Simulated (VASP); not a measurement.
AlFe: single point with PBE

Crystal: AlFe.

```
Al Fe
1.0
     2.87433    0.00000    0.00000
     0.00000    2.87433    0.00000
     0.00000    0.00000    2.87433
Al Fe
1 1
Cartesian
  0.0000 0.0000 0.0000
  1.4372 1.4372 1.4372
```

```yaml
Program: VASP 6.6.1
Task: single point
Functional: PBE
Potentials_or_basis: VASP PAW PBE potentials, release 64 (Al, Fe)
Cutoff: 520 eV
k_mesh: 14 × 14 × 14
Occupations: gaussian, width 0.1 eV
Spin: collinear spin, ferromagnetic start
Starting_moments: "[0.0, 0.85] μB"
```

```
Pressure                                              : 0.0 GPa
Net moment                                            : 0.67 μB per cell
Site moments                                          : Al -0.02; Fe +0.71 μB
Valence electrons inside the program's atomic spheres : Al 0.84; Fe 7.42
```

Levels at points of the mesh, in eV from the Fermi level:
Spin up:
```tsv
k point	band 4	band 5	band 6	band 7	band 8	band 9
(0.00, 0.00, 0.00)	-0.37	-0.37	-0.37	6.36	6.36	6.36
(0.50, 0.00, 0.00)	-1.32	-1.32	-0.25	0.91	8.72	11.05
(0.50, 0.50, 0.00)	-2.12	-1.09	-1.09	0.46	3.25	4.04
(0.50, 0.50, 0.50)	0.50	0.50	2.97	2.97	2.97	4.27
```
Spin down:
```
           k point  band 3  band 4  band 5  band 6  band 7  band 8
(0.00, 0.00, 0.00)   -2.15    0.43    0.43    0.43    6.39    6.39
(0.50, 0.00, 0.00)   -1.47   -0.62   -0.62    0.57    1.38    8.61
(0.50, 0.50, 0.00)   -2.12   -2.12   -0.35   -0.35    0.97    3.57
(0.50, 0.50, 0.50)   -3.22    1.02    1.02    3.03    3.03    3.03
```

It took 28 s on 1 thread of Intel(R) Xeon(R) 6975P-C (Granite Rapids), on a shared host, peak memory 0.2 GiB.
